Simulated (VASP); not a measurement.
# ZnGaC4N4 (P-43m) in VASP: further runs

Runs on ZnGaC4N4. Level: PBE. Tasks: single point, relaxation of cell and atoms.

Everything below comes from runs of VASP 6.6.1. Logs are shortened: lines on timing, memory, paths and dates and some standing lists are left out, and cuts for length are marked.

**1. The cell of the first run**

It takes space group P-43m (No. 215, cubic). Conventional cell: a = 5.858 Å, b = 5.858 Å, c = 5.858 Å, α = 90.00°, β = 90.00°, γ = 90.00°. Zn (site symmetry -43m) has 4 N at 2.01 Å within 2.7 Å. Within 2.5 Å of Ga (site symmetry -43m) lie 4 C at 1.90 Å. Within 1.6 Å of C (site symmetry 3m) lie 1 N at 1.17 Å. Within 1.6 Å of N (site symmetry 3m) lie 1 C at 1.17 Å.

**2. Single point, PBE**

Input file INCAR:

```
ALGO = Normal ; EDIFF = 1E-7
ENCUT = 520 ; GGA = PE
ISIF = 2 ; ISMEAR = 0
LASPH = T ; LCHARG = F
LREAL = F ; LWAVE = F
NBANDS = 42 ; NELM = 60
PREC = Accurate ; SIGMA = 0.1
```

Input file KPOINTS:

```
k-points
0
Gamma
  4 4 4
```

Input file POSCAR:

```
ZnGaC4N4
1.0
    5.8583731800      0.0000000000      0.0000000000
    0.0000000000      5.8583731800      0.0000000000
    0.0000000000      0.0000000000      5.8583731800
Zn Ga C N
1 1 4 4
Direct
    0.5000000000      0.5000000000      0.5000000000
    0.0000000000      0.0000000000      0.0000000000
    0.1868532600      0.1868532600      0.1868532600
    0.1868532600      0.8131467400      0.8131467400
    0.8131467400      0.1868532600      0.8131467400
    0.8131467400      0.8131467400      0.1868532600
    0.3021582700      0.3021582700      0.3021582700
    0.3021582700      0.6978417300      0.6978417300
    0.6978417300      0.3021582700      0.6978417300
    0.6978417300      0.6978417300      0.3021582700
```

Potentials or basis: VASP PAW PBE potentials, release 64 (Zn, Ga_d, C, N).

Started as:

```sh
> cat potpaw_PBE.64/Zn/POTCAR potpaw_PBE.64/Ga_d/POTCAR potpaw_PBE.64/C/POTCAR potpaw_PBE.64/N/POTCAR > POTCAR
> mpirun -np 1 vasp_std > vasp.out
```

OUTCAR:

```text
EDIFF = 1E-7
   ENCUT = 520
   GGA = PE
   ISIF = 2
   ISMEAR = 0
   LASPH = T
   LREAL = F
   NELM = 60
   PREC = Accurate

 ion  position               nearest neighbor table
   1  0.500  0.500  0.500-   7 2.01   8 2.01   9 2.01  10 2.01
   2  0.000  0.000  0.000-   3 1.90   4 1.90   5 1.90   6 1.90
   3  0.187  0.187  0.187-   7 1.17   2 1.90
   4  0.187  0.813  0.813-   8 1.17   2 1.90
   5  0.813  0.187  0.813-   9 1.17   2 1.90
   6  0.813  0.813  0.187-  10 1.17   2 1.90
   7  0.302  0.302  0.302-   3 1.17   1 2.01
   8  0.302  0.698  0.698-   4 1.17   1 2.01
   9  0.698  0.302  0.698-   5 1.17   1 2.01
  10  0.698  0.698  0.302-   6 1.17   1 2.01

  LATTYP: Found a simple cubic cell.
 ALAT       =     5.8583731800

  Lattice vectors:

 A1 = (   5.8583731800,   0.0000000000,   0.0000000000)
 A2 = (   0.0000000000,   5.8583731800,   0.0000000000)
 A3 = (   0.0000000000,   0.0000000000,   5.8583731800)

Analysis of symmetry for initial positions (statically):
=====================================================================
 Subroutine PRICEL returns:
 Original cell was already a primitive cell.

 Routine SETGRP: Setting up the symmetry group for a
 simple cubic supercell.

 Subroutine GETGRP returns: Found 24 space group operations
 (whereof 24 operations were pure point group operations)
 out of a pool of 48 trial point group operations.

The static configuration has the point symmetry T_d .

Analysis of symmetry for dynamics (positions and initial velocities):
=====================================================================
 Subroutine PRICEL returns:
 Original cell was already a primitive cell.

 Routine SETGRP: Setting up the symmetry group for a
 simple cubic supercell.

 Subroutine GETGRP returns: Found 24 space group operations
 (whereof 24 operations were pure point group operations)
 out of a pool of 48 trial point group operations.

The dynamic configuration has the point symmetry T_d .

 Subroutine INISYM returns: Found 24 space group operations
 (whereof 24 operations are pure point group operations),
 and found     1 'primitive' translations

----------------------------------------------------------------------------------------

                                     Primitive cell

  volume of cell :     201.0625

  direct lattice vectors                    reciprocal lattice vectors
     5.858373180  0.000000000  0.000000000     0.170695852  0.000000000  0.000000000
     0.000000000  5.858373180  0.000000000     0.000000000  0.170695852  0.000000000
     0.000000000  0.000000000  5.858373180     0.000000000  0.000000000  0.170695852

  length of vectors
     5.858373180  5.858373180  5.858373180     0.170695852  0.170695852  0.170695852

  position of ions in fractional coordinates (direct lattice)
     0.500000000  0.500000000  0.500000000
     0.000000000  0.000000000  0.000000000
     0.186853260  0.186853260  0.186853260
     0.186853260  0.813146740  0.813146740
     0.813146740  0.186853260  0.813146740
     0.813146740  0.813146740  0.186853260
     0.302158270  0.302158270  0.302158270
     0.302158270  0.697841730  0.697841730
     0.697841730  0.302158270  0.697841730
     0.697841730  0.697841730  0.302158270

  ion indices of the primitive-cell ions
   primitive index   ion index
                 1           1
                 2           2
                 3           3
                 4           4
                 5           5
                 6           6
                 7           7
                 8           8
                 9           9
                10          10

----------------------------------------------------------------------------------------

 KPOINTS: k-points

Automatic generation of k-mesh.
 Grid dimensions read from file:
 generate k-points for:    4    4    4

 Generating k-lattice:

  Cartesian coordinates                     Fractional coordinates (reciprocal lattice)
     0.042673963  0.000000000  0.000000000     0.250000000  0.000000000  0.000000000
     0.000000000  0.042673963  0.000000000     0.000000000  0.250000000  0.000000000
     0.000000000  0.000000000  0.042673963     0.000000000  0.000000000  0.250000000

  Length of vectors
     0.042673963  0.042673963  0.042673963

  Shift w.r.t. Gamma in fractional coordinates (k-lattice)
     0.000000000  0.000000000  0.000000000

 Subroutine IBZKPT returns following result:
 ===========================================

 Found     10 irreducible k-points:

 Following reciprocal coordinates:
            Coordinates               Weight
  0.000000  0.000000  0.000000      1.000000
  0.250000  0.000000  0.000000      6.000000
  0.500000  0.000000  0.000000      3.000000
  0.250000  0.250000  0.000000     12.000000
  0.500000  0.250000  0.000000     12.000000
  0.500000  0.500000  0.000000      3.000000
  0.250000  0.250000  0.250000      8.000000
  0.500000  0.250000  0.250000     12.000000
  0.500000  0.500000  0.250000      6.000000
  0.500000  0.500000  0.500000      1.000000
   k-points           NKPTS =     10   k-points in BZ     NKDIM =     10   number of bands    NBANDS=     42
   number of dos      NEDOS =    301   number of ions     NIONS =     10
   total plane-waves  NPLWV = 110592
   dimension x,y,z NGX =    48 NGY =   48 NGZ =   48
   dimension x,y,z NGXF=    96 NGYF=   96 NGZF=   96
   ions per type =               1   1   4   4
   NGX,Y,Z   is equivalent  to a cutoff of  13.62, 13.62, 13.62 a.u.
   NGXF,Y,Z  is equivalent  to a cutoff of  27.24, 27.24, 27.24 a.u.
 SYSTEM =  unknown system
   PREC   = accura    normal or accurate (medium, high low for compatibility)
   ISTART =      0    job   : 0-new  1-cont  2-samecut
   ICHARG =      2    charge: 1-file 2-atom 10-const
   ISPIN  =      1    spin polarized calculation?
   LNONCOLLINEAR =      F non collinear calculations
   LSORBIT =      F    spin-orbit coupling
   LASPH  =      T    aspherical Exc in radial PAW
   ENCUT  =  520.0 eV  38.22 Ry    6.18 a.u.  10.89 10.89 10.89*2*pi/ulx,y,z
   NELM   =     60;   NELMIN=  2; NELMDL= -5     # of ELM steps
   EDIFF  = 0.1E-06   stopping-criterion for ELM
   LREAL  =      F    real-space projection
   EDIFFG = 0.1E-05   stopping-criterion for IOM
   NSW    =      0    number of steps for IOM
   IBRION =     -1    ionic relax: 0-MD 1-quasi-New 2-CG
   NFREE  =      0    steps in history (QN), initial steepest desc. (CG)
   ISIF   =      2    stress and relaxation
   ISYM   =      2    0-nonsym 1-usesym 2-fastsym
   POTIM  = 0.5000    time-step for ionic-motion
   TEBEG  =    0.0;   TEEND  =   0.0 temperature during run
   PSTRESS=    0.0 pullay stress
   NELECT =      61.0000    total number of electrons
   NUPDOWN=      -1.0000    fix difference up-down
   EMIN   =  10.00;   EMAX   =-10.00  energy-range for DOS
   EFERMI =   0.00;   METHOD = LEGACY
   ISMEAR =     0;   SIGMA  =   0.10  broadening in eV -4-tet -1-fermi 0-gaus
   EFERMI_NEDOS =   21; number of points for ismear=-14 and -15
   IALGO  =     38    algorithm
   IMIX   =      4    mixing-type and parameters
     AMIX     =   0.40;   BMIX     =  1.00
     AMIX_MAG =   1.60;   BMIX_MAG =  1.00
  volume/ion in A,a.u.               =      20.11       135.68
  Fermi-wavevector in a.u.,A,eV,Ry     =   1.100038  2.078771 16.464191  1.210084
  Thomas-Fermi vector in A             =   2.236443
   LORBIT       =      0    0 simple, 1 ext, 2 COOP (PROOUT), +10 PAW based schemes
   GGA     = PE    functional components
   LHFCALC =     F    Hartree Fock is set to
   AEXX    =    0.0000 exact exchange contribution
   IVDW    =     0    specifies the selected vdW correction
   LEPSILON=     F    determine dielectric tensor
   LRPA    =     F    only Hartree local field effects (RPA)
 non-spin polarized calculation
 Gauss-broadening in eV      SIGMA  =   0.10
  energy-cutoff  :      520.00
  volume of cell :      201.06
 maximum number of plane-waves:      5452
 NGX is ok and might be reduce to    48
   NGX = 21   NGY = 21   NGZ = 21

 number of electron      60.9999978 magnetization

 Free energy of the ion-electron system (eV)
  ---------------------------------------------------
  ext. energy  EPLUGINS =         0.00000000
  ---------------------------------------------------
  free energy    TOTEN  =       -69.75512813 eV

  energy without entropy =      -69.70606877  energy(sigma->0) =      -69.73059845

 E-fermi :   1.9725     XC(G=0):  -7.2484

 val. band max:        1.9561606255   @ k =   0.2500   0.0000   0.0000
 cond. band min:       1.9922212573   @ k =   0.2500   0.0000   0.0000
 fundamental gap:      0.0360606318
 Fermi energy:         1.9724954275

 k-point     1 :       0.0000    0.0000    0.0000
  band No.  band energies     occupation
      1     -18.8015      2.00000
      2     -18.6611      2.00000
      3     -18.6611      2.00000
      4     -18.6611      2.00000
      5     -15.5961      2.00000
      6     -15.5961      2.00000
[... 34 lines left out ...]
     41       7.2121      0.00000
     42       7.6954      0.00000

 k-point     2 :       0.2500    0.0000    0.0000
  band No.  band energies     occupation
      1     -18.7822      2.00000
      2     -18.6804      2.00000
      3     -18.6609      2.00000
      4     -18.6609      2.00000
      5     -15.5970      2.00000
      6     -15.5961      2.00000
[... 34 lines left out ...]
     41       6.5408      0.00000
     42       7.2629      0.00000

 k-point     3 :       0.5000    0.0000    0.0000
  band No.  band energies     occupation
      1     -18.7471      2.00000
      2     -18.7156      2.00000
      3     -18.6607      2.00000
      4     -18.6607      2.00000
      5     -15.5978      2.00000
      6     -15.5960      2.00000
[... 34 lines left out ...]
     41       6.1109      0.00000
     42       7.1163      0.00000

 k-point     4 :       0.2500    0.2500    0.0000
  band No.  band energies     occupation
      1     -18.7664      2.00000
      2     -18.6846      2.00000
      3     -18.6699      2.00000
      4     -18.6629      2.00000
      5     -15.5972      2.00000
      6     -15.5961      2.00000
[... 34 lines left out ...]
     41       6.7288      0.00000
     42       6.7419      0.00000

 k-point     5 :       0.5000    0.2500    0.0000
  band No.  band energies     occupation
      1     -18.7389      2.00000
      2     -18.7083      2.00000
      3     -18.6685      2.00000
      4     -18.6675      2.00000
      5     -15.5975      2.00000
      6     -15.5960      2.00000
[... 34 lines left out ...]
     41       6.1445      0.00000
     42       6.9057      0.00000

 k-point     6 :       0.5000    0.5000    0.0000
  band No.  band energies     occupation
      1     -18.7284      2.00000
      2     -18.6966      2.00000
      3     -18.6788      2.00000
      4     -18.6788      2.00000
      5     -15.5972      2.00000
      6     -15.5961      2.00000
[... 34 lines left out ...]
     41       6.2623      0.00000
     42       6.2623      0.00000

 k-point     7 :       0.2500    0.2500    0.2500
  band No.  band energies     occupation
      1     -18.7551      2.00000
      2     -18.6884      2.00000
      3     -18.6697      2.00000
      4     -18.6697      2.00000
      5     -15.5972      2.00000
      6     -15.5960      2.00000
[... 34 lines left out ...]
     41       6.7879      0.00000
     42       6.8064      0.00000

 k-point     8 :       0.5000    0.2500    0.2500
  band No.  band energies     occupation
      1     -18.7386      2.00000
      2     -18.6997      2.00000
      3     -18.6742      2.00000
      4     -18.6695      2.00000
      5     -15.5971      2.00000
      6     -15.5960      2.00000
[... 34 lines left out ...]
     41       6.0177      0.00000
     42       6.9673      0.00000

 k-point     9 :       0.5000    0.5000    0.2500
  band No.  band energies     occupation
      1     -18.7378      2.00000
      2     -18.6860      2.00000
      3     -18.6786      2.00000
      4     -18.6786      2.00000
      5     -15.5965      2.00000
      6     -15.5960      2.00000
[... 34 lines left out ...]
     41       6.1594      0.00000
     42       6.1613      0.00000

 k-point    10 :       0.5000    0.5000    0.5000
  band No.  band energies     occupation
      1     -18.7442      2.00000
      2     -18.6783      2.00000
      3     -18.6783      2.00000
      4     -18.6783      2.00000
      5     -15.5958      2.00000
      6     -15.5958      2.00000
[... 34 lines left out ...]
     41       5.9948      0.00000
     42       5.9948      0.00000

------------------------ aborting loop because EDIFF is reached ----------------------------------------

  FORCE on cell =-STRESS in cart. coord.  units (eV):
  Direction    XX          YY          ZZ          XY          YZ          ZX
  --------------------------------------------------------------------------------------
  -------------------------------------------------------------------------------------
  Total        2.7168354      2.7168354      2.7168354      0.0000000      0.0000000      0.0000000
  in kB       21.6492475     21.6492475     21.6492475      0.0000000      0.0000000      0.0000000
  external PRESSURE =      21.6492475 kB  Pullay stress =       0.0000000 kB

 VOLUME and BASIS-vectors are now :
 -----------------------------------------------------------------------------
  energy-cutoff  :      520.00
  volume of cell :      201.06
      direct lattice vectors                 reciprocal lattice vectors
     5.858373180  0.000000000  0.000000000     0.170695852  0.000000000  0.000000000
     0.000000000  5.858373180  0.000000000     0.000000000  0.170695852  0.000000000
     0.000000000  0.000000000  5.858373180     0.000000000  0.000000000  0.170695852

 POSITION                                       TOTAL-FORCE (eV/Angst)
 -----------------------------------------------------------------------------------
      2.92919      2.92919      2.92919        -0.000000      0.000000     -0.000000
      0.00000      0.00000      0.00000        -0.000000      0.000000     -0.000000
      1.09466      1.09466      1.09466         0.421538      0.421538      0.421538
      1.09466      4.76372      4.76372         0.421538     -0.421538     -0.421538
      4.76372      1.09466      4.76372        -0.421538      0.421538     -0.421538
      4.76372      4.76372      1.09466        -0.421538     -0.421538      0.421538
      1.77016      1.77016      1.77016         0.539161      0.539161      0.539161
      1.77016      4.08822      4.08822         0.539161     -0.539161     -0.539161
      4.08822      1.77016      4.08822        -0.539161      0.539161     -0.539161
      4.08822      4.08822      1.77016        -0.539161     -0.539161      0.539161
 -----------------------------------------------------------------------------------
    total drift:                                0.000000      0.000000      0.000000

  FREE ENERGIE OF THE ION-ELECTRON SYSTEM (eV)
  ---------------------------------------------------
  free  energy   TOTEN  =       -69.7551281323 eV

  energy  without entropy=      -69.7060687722  energy(sigma->0) =      -69.73059845
```

Wall time 1.9 min (1 thread of Oxide Virtual Turin-like, shared host); peak memory 0.33 GiB.

What came out:

| Quantity | Value |
| --- | --- |
| Free energy | -69.7551 eV |
| Pressure | 2.2 GPa |
| Largest force | 0.934 eV/Å |
| Band gap on the k mesh | zero (an odd number of electrons rules out a gap without spin polarisation) |

Forces on the atoms (eV/Å):
```
Zn   0.000  0.000  0.000
Ga   0.000  0.000  0.000
C    0.422  0.422  0.422
C    0.422 -0.422 -0.422
C   -0.422  0.422 -0.422
C   -0.422 -0.422  0.422
N    0.539  0.539  0.539
N    0.539 -0.539 -0.539
N   -0.539  0.539 -0.539
N   -0.539 -0.539  0.539
```

Caveat: an odd number of electrons without spin polarisation forces a metal; a magnetic or distorted state may lie lower.

**3. Single point, PBE**

This run uses another cell than the first one, of 20.43 Å³/atom.

Input file INCAR:

```
SYSTEM = ZnGaC4N4
PREC = Accurate
ENCUT = 520
EDIFF = 1E-6
ISMEAR = 0
SIGMA = 0.1
LREAL = .FALSE.
LASPH = .TRUE.
NELM = 100
ALGO = Normal
ISIF = 2
LWAVE = .FALSE.
LCHARG = .FALSE.
GGA = PE
NBANDS = 42
```

Input file KPOINTS:

```
Automatic mesh
0
G
  4 4 4
  0 0 0
```

Input file POSCAR:

```
ZnGaC4N4
1.0
    5.8893628082      0.0000000000      0.0000000000
    0.0000000000      5.8893628082      0.0000000000
    0.0000000000      0.0000000000      5.8893628082
Zn Ga C N
1 1 4 4
Direct
    0.5000000000      0.5000000000      0.5000000000
    0.0000000000      0.0000000000      0.0000000000
    0.1927363932      0.1927363932      0.1927363932
    0.1927363932      0.8072636068      0.8072636068
    0.8072636068      0.1927363932      0.8072636068
    0.8072636068      0.8072636068      0.1927363932
    0.3075515623      0.3075515623      0.3075515623
    0.3075515623      0.6924484377      0.6924484377
    0.6924484377      0.3075515623      0.6924484377
    0.6924484377      0.6924484377      0.3075515623
```

Potentials or basis: VASP PAW PBE potentials, release 64 (Zn, Ga_d, C, N).

Started as:

```sh
> cat potpaw_PBE.64/Zn/POTCAR potpaw_PBE.64/Ga_d/POTCAR potpaw_PBE.64/C/POTCAR potpaw_PBE.64/N/POTCAR > POTCAR
> mpirun -np 1 vasp_std > vasp.out
```

Run time: 1.8 min. Hardware: 1 thread of Oxide Virtual Turin-like, shared host; peak memory 0.33 GiB.

The run converged. Its results:

```
Free energy            : -69.9626 eV
Pressure               : 0.6 GPa
Largest force          : 0.334 eV/Å
Band gap on the k mesh : zero (an odd number of electrons rules out a gap without spin polarisation)
```

Forces in eV/Å, atoms in the order of the input:
```
Zn   0.000  0.000  0.000
Ga   0.000  0.000  0.000
C   -0.193 -0.193 -0.193
C   -0.193  0.193  0.193
C    0.193 -0.193  0.193
C    0.193  0.193 -0.193
N    0.186  0.186  0.186
N    0.186 -0.186 -0.186
N   -0.186  0.186 -0.186
N   -0.186 -0.186  0.186
```

Levels at points of the mesh, in eV from the Fermi level:
```
           k point  band 28  band 29  band 30  band 31  band 32  band 33
(0.00, 0.00, 0.00)    -6.34    -6.34    -6.34    -0.08    -0.08    -0.08
(0.50, 0.00, 0.00)    -6.39    -5.97    -5.97     0.08     0.08     0.20
(0.50, 0.50, 0.00)    -6.32    -6.01    -6.01     0.22     0.40     0.40
(0.50, 0.50, 0.50)    -6.41    -6.40    -6.40     0.35     0.35     0.35
```

Caveat: an odd number of electrons without spin polarisation forces a metal; a magnetic or distorted state may lie lower.

[end of part 1 of 2]

The gap in the log of VASP goes by the Fermi energy; the results here count the filled bands.